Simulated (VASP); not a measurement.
Wanted: the native input for a VASP 6.6.1 run.

- Task: single point
- Functional: r2SCAN
- Potentials or basis: VASP PAW PBE potentials, release 64 (Cs_sv)
- Cutoff: 520 eV
- k mesh: 3 × 3 × 4
- Occupations: methfessel-paxton, width 0.2 eV
- Spin: no spin polarisation
- Dipole correction: no
- Further INCAR settings: ALGO = Normal; EDIFF = 1e-06; NBANDS = 26

Cs:

```xyz
4
Lattice="10.3672 0.0000 0.0000 0.0000 8.2377 0.0000 0.0000 0.0000 5.4440" Properties=species:S:1:pos:R:3 pbc="T T T"
Cs    1.3673    6.1783    4.5687
Cs    6.5509    6.1783    3.5972
Cs    8.9999    2.0594    0.8752
Cs    3.8163    2.0594    1.8468
```

These files were run (other wordings do the same):

POSCAR

```
Cs
1.0
   10.3671850000      0.0000000000      0.0000000000
    0.0000000000      8.2377410000      0.0000000000
    0.0000000000      0.0000000000      5.4439640000
Cs
4
Direct
    0.1318870000      0.7500000000      0.8392310000
    0.6318870000      0.7500000000      0.6607690000
    0.8681130000      0.2500000000      0.1607690000
    0.3681130000      0.2500000000      0.3392310000
```

INCAR.step1

```
SYSTEM = Cs
ALGO = Normal ; EDIFF = 1E-4
ENCUT = 520 ; GGA = PE
ISMEAR = 1 ; LASPH = .True.
LCHARG = .False. ; LREAL = .False.
LWAVE = .True. ; NBANDS = 26
NELM = 100 ; PREC = Accurate
SIGMA = 0.2
```

INCAR.step2

```
SYSTEM = Cs
ALGO = Normal ; EDIFF = 1E-6
ENCUT = 520 ; ISIF = 2
ISMEAR = 1 ; ISTART = 1
LASPH = .True. ; LCHARG = .False.
LMIXTAU = .True. ; LREAL = .False.
LWAVE = .False. ; METAGGA = R2SCAN
NBANDS = 26 ; NELM = 100
PREC = Accurate ; SIGMA = 0.2
```

KPOINTS

```
k-points
0
Gamma
  3 3 4
  0 0 0
```

Potentials or basis: VASP PAW PBE potentials, release 64 (Cs_sv).

Launch:

```bash
$ cat potpaw_PBE.64/Cs_sv/POTCAR > POTCAR
$ cp INCAR.step1 INCAR
$ mpirun -np 1 vasp_std > vasp.out
$ cp INCAR.step2 INCAR
$ mpirun -np 1 vasp_std > vasp.out
```

Results of the run:

| Item | Value |
| --- | --- |
| Pressure | 0.1 GPa |
| Largest force | 0.008 eV/Å |
| Band gap on the k mesh | zero (bands 18 and 19 overlap by 0.52 eV) |

Caveat: the PAW data sets were made with another functional, which shifts forces and pressure a little; spin-orbit coupling is left out, which moves the levels of the heavy elements.

Wall time 22 min on 1 thread of Intel Xeon 8259CL, on a shared host, peak memory 0.56 GiB.
